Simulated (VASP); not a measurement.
Runs of VASP 6.6.1 on Al2O3. The structure is that of space group R-3c (No. 167), or close to it. The cells are those of the table. 

```tsv
level	cell	gap on the mesh (eV)	pressure (GPa)	largest force (eV/Å)
PBE	a = 5.181 Å, angles 55.3°, 10 atoms	(b)	-0.1	-
PBE	a = 5.130 Å, angles 55.3°, 10 atoms	(a)	7.4	0.03
PBE	a = 5.232 Å, angles 55.3°, 10 atoms	5.49	-6.6	0.03
r2SCAN	a = 5.025 Å, angles 55.3°, 10 atoms	7.98	17.6	0.07
r2SCAN	a = 5.078 Å, angles 55.3°, 10 atoms	7.56	7.9	0.04
PBE	a = 5.283 Å, angles 55.3°, 10 atoms	5.14	-12.1	0.06
PBE	a = 5.129 Å, angles 55.3°, 10 atoms	6.23	7.4	0.03
PBE	a = 5.075 Å, angles 55.3°, 10 atoms	6.63	(c)	0.07
```

Alike in all rows: task single point; potentials or basis VASP PAW PBE potentials, release 64 (Al, O); no spin polarisation; k mesh 6 × 6 × 6; cutoff (eV) 520; smearing gaussian 0.01 eV.

Q: Fill in the values left out.

A: (a) 6.24; (b) 5.85; (c) 16.1.

Caveats: the cell stands under pressure (at least some runs); the cell stands under tension (at least some runs); the PAW data sets were made with another functional, which shifts forces and pressure a little (at least some runs).

A k mesh can miss the band edges.
